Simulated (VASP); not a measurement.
# Eu (Fm-3m) in VASP: notebook

The runs below take Eu through single point, with PBE.

All numbers are computed with VASP 6.6.1; they aren't measurements. Logs are shortened: lines on timing, memory, paths and dates and some standing lists are left out, and cuts for length are marked.

## 1. The cell of the first run

It takes space group Fm-3m (No. 225, cubic). The conventional cell has a = 5.579 Å, b = 5.579 Å, c = 5.579 Å, α = 90.00°, β = 90.00°, γ = 90.00°. Within 5.2 Å of Eu (site symmetry m-3m) lie 12 Eu at 3.94 Å.

## 2. Single point, PBE, non-collinear spin, typed start, spin-orbit coupling

INCAR reads:

```
  PREC = Accurate
  ENCUT = 520
  EDIFF = 1E-7
  ISMEAR = -1
  SIGMA = 0.05
  LREAL = F
  LASPH = T
  NELM = 150
  ALGO = Normal
  ISIF = 2
  LWAVE = F
  LCHARG = F
  MAGMOM = 0 0 7.2
  LORBIT = 11
  LSORBIT = T
  GGA_COMPAT = F
  LORBMOM = T
  LMAXMIX = 6
  GGA = PE
  NBANDS = 28
```

KPOINTS reads:

```
regular mesh
0
Gamma
  7 7 7
```

POSCAR reads:

```
Eu
1.0
    0.0000000000      2.7893026914      2.7893026914
    2.7893026914      0.0000000000      2.7893026914
    2.7893026914      2.7893026914      0.0000000000
Eu
1
Direct
    0.0000000000      0.0000000000      0.0000000000
```

Potentials or basis: VASP PAW PBE potentials, release 64 (Eu).

The run is started by

```
> cat potpaw_PBE.64/Eu/POTCAR > POTCAR
> mpirun -np 1 vasp_ncl > vasp.out
```

OUTCAR:

```text
PREC = Accurate
   ENCUT = 520
   EDIFF = 1E-7
   ISMEAR = -1
   LREAL = F
   LASPH = T
   NELM = 150
   ISIF = 2
   LORBIT = 11
   LSORBIT = T
   GGA = PE

 ion  position               nearest neighbor table
   1  0.000  0.000  0.000-

  LATTYP: Found a face centered cubic cell.
 ALAT       =     5.5786053828

  Lattice vectors:

 A1 = (   0.0000000000,   2.7893026914,   2.7893026914)
 A2 = (   2.7893026914,   0.0000000000,   2.7893026914)
 A3 = (   2.7893026914,   2.7893026914,   0.0000000000)

Analysis of symmetry for initial positions (statically):
=====================================================================
 Subroutine PRICEL returns:
 Original cell was already a primitive cell.

 Routine SETGRP: Setting up the symmetry group for a
 face centered cubic supercell.

 Subroutine GETGRP returns: Found 48 space group operations
 (whereof 48 operations were pure point group operations)
 out of a pool of 48 trial point group operations.

The static configuration has the point symmetry O_h .

Analysis of symmetry for dynamics (positions and initial velocities):
=====================================================================
 Subroutine PRICEL returns:
 Original cell was already a primitive cell.

 Routine SETGRP: Setting up the symmetry group for a
 face centered cubic supercell.

 Subroutine GETGRP returns: Found 48 space group operations
 (whereof 48 operations were pure point group operations)
 out of a pool of 48 trial point group operations.

The dynamic configuration has the point symmetry O_h .

Analysis of structural, dynamic, and magnetic symmetry:
=====================================================================
 Subroutine PRICEL returns:
 Original cell was already a primitive cell.

 Routine SETGRP: Setting up the symmetry group for a
 face centered cubic supercell.

 Subroutine GETGRP returns: Found  8 space group operations
 (whereof  8 operations were pure point group operations)
 out of a pool of 48 trial point group operations.

The overall configuration has the point symmetry C_4h.

 Subroutine INISYM returns: Found  8 space group operations
 (whereof  8 operations are pure point group operations),
 and found     1 'primitive' translations

----------------------------------------------------------------------------------------

                                     Primitive cell

  volume of cell :      43.4027

  direct lattice vectors                    reciprocal lattice vectors
     0.000000000  2.789302691  2.789302691    -0.179256271  0.179256271  0.179256271
     2.789302691  0.000000000  2.789302691     0.179256271 -0.179256271  0.179256271
     2.789302691  2.789302691  0.000000000     0.179256271  0.179256271 -0.179256271

  length of vectors
     3.944669696  3.944669696  3.944669696     0.310480969  0.310480969  0.310480969

  position of ions in fractional coordinates (direct lattice)
     0.000000000  0.000000000  0.000000000

  ion indices of the primitive-cell ions
   primitive index   ion index
                 1           1

----------------------------------------------------------------------------------------

 KPOINTS: regular mesh

Automatic generation of k-mesh.
 Grid dimensions read from file:
 generate k-points for:    7    7    7

 Generating k-lattice:

  Cartesian coordinates                     Fractional coordinates (reciprocal lattice)
    -0.025608039  0.025608039  0.025608039     0.142857143  0.000000000  0.000000000
     0.025608039 -0.025608039  0.025608039     0.000000000  0.142857143  0.000000000
     0.025608039  0.025608039 -0.025608039     0.000000000  0.000000000  0.142857143

  Length of vectors
     0.044354424  0.044354424  0.044354424

  Shift w.r.t. Gamma in fractional coordinates (k-lattice)
     0.000000000  0.000000000  0.000000000

 Subroutine IBZKPT returns following result:
 ===========================================

 Found     52 irreducible k-points:

 Following reciprocal coordinates:
            Coordinates               Weight
  0.000000  0.000000  0.000000      1.000000
  0.142857  0.000000  0.000000      8.000000
  0.285714  0.000000  0.000000      8.000000
  0.428571  0.000000  0.000000      8.000000
  0.142857  0.142857  0.000000      2.000000
  0.000000  0.142857  0.142857      4.000000
[... 16 lines left out ...]
  0.428571  0.285714  0.000000      8.000000
  0.000000  0.428571  0.285714      8.000000
 [... further k-points ...]
   k-points           NKPTS =     52   k-points in BZ     NKDIM =     52   number of bands    NBANDS=     28
   number of dos      NEDOS =    301   number of ions     NIONS =      1
   total plane-waves  NPLWV =  27000
   dimension x,y,z NGX =    30 NGY =   30 NGZ =   30
   dimension x,y,z NGXF=    60 NGYF=   60 NGZF=   60
   ions per type =               1
   NGX,Y,Z   is equivalent  to a cutoff of  12.64, 12.64, 12.64 a.u.
   NGXF,Y,Z  is equivalent  to a cutoff of  25.29, 25.29, 25.29 a.u.
 SYSTEM =  unknown system
   PREC   = accura    normal or accurate (medium, high low for compatibility)
   ISTART =      0    job   : 0-new  1-cont  2-samecut
   ICHARG =      2    charge: 1-file 2-atom 10-const
   ISPIN  =      1    spin polarized calculation?
   LNONCOLLINEAR =      T non collinear calculations
   LSORBIT =      T    spin-orbit coupling
   LASPH  =      T    aspherical Exc in radial PAW
   ENCUT  =  520.0 eV  38.22 Ry    6.18 a.u.   7.33  7.33  7.33*2*pi/ulx,y,z
   NELM   =    150;   NELMIN=  2; NELMDL= -5     # of ELM steps
   EDIFF  = 0.1E-06   stopping-criterion for ELM
   LREAL  =      F    real-space projection
   EDIFFG = 0.1E-05   stopping-criterion for IOM
   NSW    =      0    number of steps for IOM
   IBRION =     -1    ionic relax: 0-MD 1-quasi-New 2-CG
   NFREE  =      0    steps in history (QN), initial steepest desc. (CG)
   ISIF   =      2    stress and relaxation
   ISYM   =      2    0-nonsym 1-usesym 2-fastsym
   POTIM  = 0.5000    time-step for ionic-motion
   TEBEG  =    0.0;   TEEND  =   0.0 temperature during run
   PSTRESS=    0.0 pullay stress
   NELECT =      17.0000    total number of electrons
   NUPDOWN=      -1.0000    fix difference up-down
   EMIN   =  10.00;   EMAX   =-10.00  energy-range for DOS
   EFERMI =   0.00;   METHOD = LEGACY
   ISMEAR =    -1;   SIGMA  =   0.05  broadening in eV -4-tet -1-fermi 0-gaus
   EFERMI_NEDOS =   21; number of points for ismear=-14 and -15
   IALGO  =     38    algorithm
   IMIX   =      4    mixing-type and parameters
     AMIX     =   0.40;   BMIX     =  1.00
     AMIX_MAG =   1.60;   BMIX_MAG =  1.00
  volume/ion in A,a.u.               =      43.40       292.90
  Fermi-wavevector in a.u.,A,eV,Ry     =   1.197803  2.263520 19.520723  1.434733
  Thomas-Fermi vector in A             =   2.333709
   LORBIT       =     11    0 simple, 1 ext, 2 COOP (PROOUT), +10 PAW based schemes
   GGA     = PE    functional components
   LHFCALC =     F    Hartree Fock is set to
   AEXX    =    0.0000 exact exchange contribution
   IVDW    =     0    specifies the selected vdW correction
   LEPSILON=     F    determine dielectric tensor
   LRPA    =     F    only Hartree local field effects (RPA)
  energy-cutoff  :      520.00
  volume of cell :       43.40
 maximum number of plane-waves:      2422
 NGX is ok and might be reduce to    30
   NGX = 15   NGY = 15   NGZ = 15

 number of electron      17.0000004 magnetization      -0.0000000     -0.0000000      7.5015242

 number of electron      17.0000004 magnetization       0.0000000     -0.0000000      7.5016412

 number of electron      17.0000004 magnetization       0.0000000      0.0000000      7.5016412

 Free energy of the ion-electron system (eV)
  ---------------------------------------------------
  ext. energy  EPLUGINS =         0.00000000
  ---------------------------------------------------
  free energy    TOTEN  =       -12.02699799 eV

  energy without entropy =      -12.00795778  energy(sigma->0) =      -12.01747789

 E-fermi :   1.9380     XC(G=0):  -8.6892

 val. band max:        1.9056196345   @ k =   0.0000   0.4286   0.2857
 cond. band min:       1.9427220946   @ k =   0.4286   0.1429  -0.2857
 fundamental gap:      0.0371024600
 Fermi energy:         1.9380191742

 k-point     1 :       0.0000    0.0000    0.0000
  band No.  band energies     occupation
      1     -39.7242      1.00000
      2     -36.5831      1.00000
      3     -20.2999      1.00000
      4     -19.5778      1.00000
      5     -17.1353      1.00000
      6     -15.9670      1.00000
[... 20 lines left out ...]
     27       5.8838      0.00000
     28       6.3347      0.00000

 k-point     2 :       0.1429    0.0000    0.0000
  band No.  band energies     occupation
      1     -39.7189      1.00000
      2     -36.5763      1.00000
      3     -20.3246      1.00000
      4     -19.6042      1.00000
      5     -17.1745      1.00000
      6     -16.0104      1.00000
[... 20 lines left out ...]
     27       5.9495      0.00000
     28       6.0245      0.00000

 k-point     3 :       0.2857    0.0000    0.0000
  band No.  band energies     occupation
      1     -39.7072      1.00000
      2     -36.5610      1.00000
      3     -20.3817      1.00000
      4     -19.6631      1.00000
      5     -17.2601      1.00000
      6     -16.1098      1.00000
[... 20 lines left out ...]
     27       5.9545      0.00000
     28       5.9909      0.00000

 k-point     4 :       0.4286    0.0000    0.0000
  band No.  band energies     occupation
      1     -39.6977      1.00000
      2     -36.5488      1.00000
      3     -20.4290      1.00000
      4     -19.7099      1.00000
      5     -17.3262      1.00000
      6     -16.1925      1.00000
[... 578 lines left out ...]
     27       6.2207      0.00000
     28       6.3226      0.00000

 k-point    23 :       0.4286    0.2857    0.0000
  band No.  band energies     occupation
      1     -39.6935      1.00000
      2     -36.5435      1.00000
      3     -20.4148      1.00000
      4     -19.7761      1.00000
      5     -17.2904      1.00000
      6     -16.2118      1.00000
[... 20 lines left out ...]
     27       6.3369      0.00000
     28       6.4209      0.00000

 k-point    24 :       0.0000    0.4286    0.2857
  band No.  band energies     occupation
      1     -39.6935      1.00000
      2     -36.5434      1.00000
      3     -20.4543      1.00000
      4     -19.7053      1.00000
      5     -17.3859      1.00000
      6     -16.2105      1.00000
[... 20 lines left out ...]
     27       6.3317      0.00000
     28       6.3597      0.00000

 [... further k-points ...]
[... 5 lines left out ...]
  --------------------------------------------------------------------------------------
  -------------------------------------------------------------------------------------
  Total       -0.3178245     -0.3178245     -0.3161675      0.0000000     -0.0000000      0.0000000
  in kB      -11.7322440    -11.7322440    -11.6710745      0.0000003     -0.0000000      0.0000000
  external PRESSURE =     -11.7118542 kB  Pullay stress =       0.0000000 kB

 VOLUME and BASIS-vectors are now :
 -----------------------------------------------------------------------------
  energy-cutoff  :      520.00
  volume of cell :       43.40
      direct lattice vectors                 reciprocal lattice vectors
     0.000000000  2.789302691  2.789302691    -0.179256271  0.179256271  0.179256271
     2.789302691  0.000000000  2.789302691     0.179256271 -0.179256271  0.179256271
     2.789302691  2.789302691  0.000000000     0.179256271  0.179256271 -0.179256271

 POSITION                                       TOTAL-FORCE (eV/Angst)
 -----------------------------------------------------------------------------------
      0.00000      0.00000      0.00000        -0.000000      0.000000      0.000000
 -----------------------------------------------------------------------------------
    total drift:                               -0.000000     -0.000000     -0.000000

  FREE ENERGIE OF THE ION-ELECTRON SYSTEM (eV)
  ---------------------------------------------------
  free  energy   TOTEN  =       -12.0269979938 eV

  energy  without entropy=      -12.0079577769  energy(sigma->0) =      -12.01747789

 orbital moment (x)

 # of ion     p       d       f       tot
 ------------------------------------------------
  1         0.000  -0.000   0.000   0.000
 ------------------------------------------------
            0.000  -0.000   0.000   0.000

 orbital moment (y)

 # of ion     p       d       f       tot
 ------------------------------------------------
  1        -0.000   0.000   0.000  -0.000
 ------------------------------------------------
           -0.000   0.000   0.000  -0.000

 orbital moment (z)

 # of ion     p       d       f       tot
 ------------------------------------------------
  1        -0.014  -0.012  -0.221  -0.247
 ------------------------------------------------
           -0.014  -0.012  -0.221  -0.247

 Spin-Orbit-Coupling matrix elements

 Ion:    1  E_soc:     -1.1401905
 l=   1
     0.0000000    -0.1535292    -0.1536906
    -0.1535292     0.0000000    -0.1535292
    -0.1536906    -0.1535292     0.0000000
 l=   2
     0.0000000    -0.0000384     0.0000000    -0.0000384    -0.0006484
    -0.0000384     0.0000000    -0.0002505    -0.0001452    -0.0000855
     0.0000000    -0.0002505     0.0000000    -0.0002505     0.0000000
    -0.0000384    -0.0001452    -0.0002505     0.0000000    -0.0000855
    -0.0006484    -0.0000855     0.0000000    -0.0000855     0.0000000
 l=   3
     0.0000000    -0.0049022     0.0000000     0.0000000     0.0000000    -0.0050364    -0.0085085
    -0.0049022     0.0000000    -0.0082909     0.0000000    -0.0082909    -0.0050738    -0.0049022
     0.0000000    -0.0082909     0.0000000    -0.0200946    -0.0005769    -0.0084981     0.0000000
     0.0000000     0.0000000    -0.0200946     0.0000000    -0.0200946     0.0000000     0.0000000
     0.0000000    -0.0082909    -0.0005769    -0.0200946     0.0000000    -0.0084981     0.0000000
    -0.0050364    -0.0050738    -0.0084981     0.0000000    -0.0084981     0.0000000    -0.0050364
    -0.0085085    -0.0049022     0.0000000     0.0000000     0.0000000    -0.0050364     0.0000000

 total charge

# of ion       s       p       d       f       tot
--------------------------------------------------
    1        2.081   5.742   0.311   6.628  14.761

 magnetization (x)

# of ion       s       p       d       f       tot
--------------------------------------------------
    1        0.000   0.000   0.000   0.000   0.000

 magnetization (y)

# of ion       s       p       d       f       tot
--------------------------------------------------
    1        0.000   0.000   0.000   0.000   0.000

 magnetization (z)

# of ion       s       p       d       f       tot
--------------------------------------------------
    1        0.001  -0.081   0.190   6.590   6.699
```

Wall time 5.3 min (1 thread of AMD EPYC 7R43 (Zen 3), shared host); peak memory 0.31 GiB.

What came out:

```
Free energy                                           : -12.0270 eV
Pressure                                              : -1.2 GPa
Net moment                                            : 7.50 μB per cell
Valence electrons inside the program's atomic spheres : Eu 14.76
```

Moments on the atoms (μB; x, y, z):
```
Eu  0.00 0.00 6.70
```

## 3. Single point, PBE, non-collinear spin, typed start, spin-orbit coupling

INCAR reads:

```
SYSTEM = Eu
  PREC = Accurate
  ENCUT = 520
  EDIFF = 1E-7
  ISMEAR = -1
  SIGMA = 0.05
  LREAL = .False.
  LASPH = .True.
  NELM = 150
  ALGO = Normal
  ISIF = 2
  LWAVE = .False.
  LCHARG = .False.
  MAGMOM = 4.157 4.157 4.157
  LORBIT = 11
  LSORBIT = .True.
  GGA_COMPAT = .False.
  LORBMOM = .True.
  LMAXMIX = 6
  GGA = PE
  NBANDS = 28
```

KPOINTS reads:

```
regular mesh
0
Gamma
  7 7 7
  0 0 0
```

POSCAR is that of step 2.

Potentials or basis: VASP PAW PBE potentials, release 64 (Eu).

The run is started by

```
> cat potpaw_PBE.64/Eu/POTCAR > POTCAR
> mpirun -np 1 vasp_ncl > vasp.out
```

OUTCAR:

```text
SYSTEM = Eu
   PREC = Accurate
   ENCUT = 520
   EDIFF = 1E-7
   ISMEAR = -1
   LREAL = .False.
   LASPH = .True.
   NELM = 150
   ISIF = 2
   LORBIT = 11
   LSORBIT = .True.
   GGA = PE

 ion  position               nearest neighbor table
   1  0.000  0.000  0.000-

  LATTYP: Found a face centered cubic cell.
 ALAT       =     5.5786053828

  Lattice vectors:

 A1 = (   0.0000000000,   2.7893026914,   2.7893026914)
 A2 = (   2.7893026914,   0.0000000000,   2.7893026914)
 A3 = (   2.7893026914,   2.7893026914,   0.0000000000)

Analysis of symmetry for initial positions (statically):
=====================================================================
 Subroutine PRICEL returns:
[... 989 lines left out ...]

 Spin-Orbit-Coupling matrix elements

 Ion:    1  E_soc:     -1.1401988
 l=   1
     0.0000000    -0.1535813    -0.1535813
    -0.1535813     0.0000000    -0.1535813
    -0.1535813    -0.1535813     0.0000000
 l=   2
     0.0000000    -0.0000768     0.0000000    -0.0000768    -0.0004388
    -0.0000768     0.0000000    -0.0003291    -0.0000768    -0.0001097
     0.0000000    -0.0003291     0.0000000    -0.0003291     0.0000000
    -0.0000768    -0.0000768    -0.0003291     0.0000000    -0.0001097
    -0.0004388    -0.0001097     0.0000000    -0.0001097     0.0000000
 l=   3
     0.0000000    -0.0039877     0.0000000     0.0000000     0.0000000    -0.0037997    -0.0228099
    -0.0039877     0.0000000    -0.0066461     0.0000000    -0.0066461    -0.0106337    -0.0039877
     0.0000000    -0.0066461     0.0000000    -0.0152653    -0.0024926    -0.0062375     0.0000000
     0.0000000     0.0000000    -0.0152653     0.0000000    -0.0152653     0.0000000     0.0000000
     0.0000000    -0.0066461    -0.0024926    -0.0152653     0.0000000    -0.0062375     0.0000000
    -0.0037997    -0.0106337    -0.0062375     0.0000000    -0.0062375     0.0000000    -0.0037997
    -0.0228099    -0.0039877     0.0000000     0.0000000     0.0000000    -0.0037997     0.0000000

 total charge

# of ion       s       p       d       f       tot
--------------------------------------------------
    1        2.081   5.742   0.311   6.628  14.761

 magnetization (x)

# of ion       s       p       d       f       tot
--------------------------------------------------
    1        0.000  -0.047   0.110   3.805   3.868

 magnetization (y)

# of ion       s       p       d       f       tot
--------------------------------------------------
    1        0.000  -0.047   0.110   3.805   3.868

 magnetization (z)

# of ion       s       p       d       f       tot
--------------------------------------------------
    1        0.000  -0.047   0.110   3.805   3.868
```

stdout:

```text
POSCAR found type information on POSCAR Eu
 POSCAR found :  1 types and       1 ions
 scaLAPACK will be used
 LDA part: xc-table for (Slater+PW92), standard interpolation
 POSCAR, INCAR and KPOINTS ok, starting setup
 FFT: planning ... GRIDC
 FFT: planning ... GRID_SOFT
 FFT: planning ... GRID
 WAVECAR not read
 entering main loop
```

Wall time 8.1 min (1 thread of AMD EPYC 7R43 (Zen 3), shared host); peak memory 0.32 GiB.

What came out:

```yaml
Free_energy: -12.0270 eV
Pressure: -1.2 GPa
Net_moment: 7.50 μB per cell
Valence_electrons_inside_the_program's_atomic_spheres: Eu 14.76
```

Moments on the atoms (μB; x, y, z):
```
Eu  3.87 3.87 3.87
```

The state reached can hang on the start; a lower one may exist.
